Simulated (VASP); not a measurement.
Set up this calculation in VASP 6.6.1, as the native input.

```
Task                   : single point
Functional             : r2SCAN
Dispersion             : rVV10
Potentials or basis    : VASP PAW PBE potentials, release 64 (Si, C)
Cutoff                 : 660 eV
k mesh                 : 10 × 10 × 10
Occupations            : fermi-dirac, width 0.05 eV
Spin                   : no spin polarisation
Dipole correction      : no
Further INCAR settings : ALGO = Normal; EDIFF = 1e-06; NBANDS = 11
```

SiC (Moissanite 3C):

```
CELL_PARAMETERS angstrom
0.00000 2.16438 2.16438
2.16438 0.00000 2.16438
2.16438 2.16438 0.00000
ATOMIC_POSITIONS crystal
Si 0.00000 0.00000 0.00000
C 0.75000 0.75000 0.75000
```

The input as run:

POSCAR

```
SiC
1.0
    0.0000000000      2.1643753983      2.1643753983
    2.1643753983      0.0000000000      2.1643753983
    2.1643753983      2.1643753983      0.0000000000
Si C
1 1
Direct
    0.0000000000      0.0000000000      0.0000000000
    0.7500000000      0.7500000000      0.7500000000
```

INCAR.step1

```
SYSTEM = SiC
ALGO = Normal
EDIFF = 1E-5
ENCUT = 660
GGA = PE
GGA_COMPAT = .False.
ISMEAR = -1
LASPH = .True.
LCHARG = .False.
LREAL = .False.
LWAVE = .True.
NBANDS = 11
NELM = 120
PREC = Accurate
SIGMA = 0.05
```

INCAR.step2

```
SYSTEM = SiC
ALGO = Normal
BPARAM = 11.95
CPARAM = 0.0093
EDIFF = 1E-6
ENCUT = 660
GGA_COMPAT = .False.
ISIF = 2
ISMEAR = -1
ISTART = 1
IVDW_NL = 2
LASPH = .True.
LCHARG = .False.
LMIXTAU = .True.
LREAL = .False.
LUSE_VDW = .True.
LWAVE = .False.
METAGGA = R2SCAN
NBANDS = 11
NELM = 120
PREC = Accurate
SIGMA = 0.05
```

KPOINTS

```
k-points
0
Gamma
  10 10 10
  0 0 0
```

Potentials or basis: VASP PAW PBE potentials, release 64 (Si, C).

Run with:

```console
$ cat potpaw_PBE.64/Si/POTCAR potpaw_PBE.64/C/POTCAR > POTCAR
$ cp INCAR.step1 INCAR
$ mpirun -np 1 vasp_std > vasp.out
$ cp INCAR.step2 INCAR
$ mpirun -np 1 vasp_std > vasp.out
```

Results of the run:

The pressure is 3.5 GPa and the band gap on the k mesh is 1.68 eV, indirect (least direct gap 5.06 eV).

Caveat: the PAW data sets were made with another functional, which shifts forces and pressure a little.

It took 67 s on 1 thread of Intel Xeon 6975P-C (shared host), peak memory 0.26 GiB.
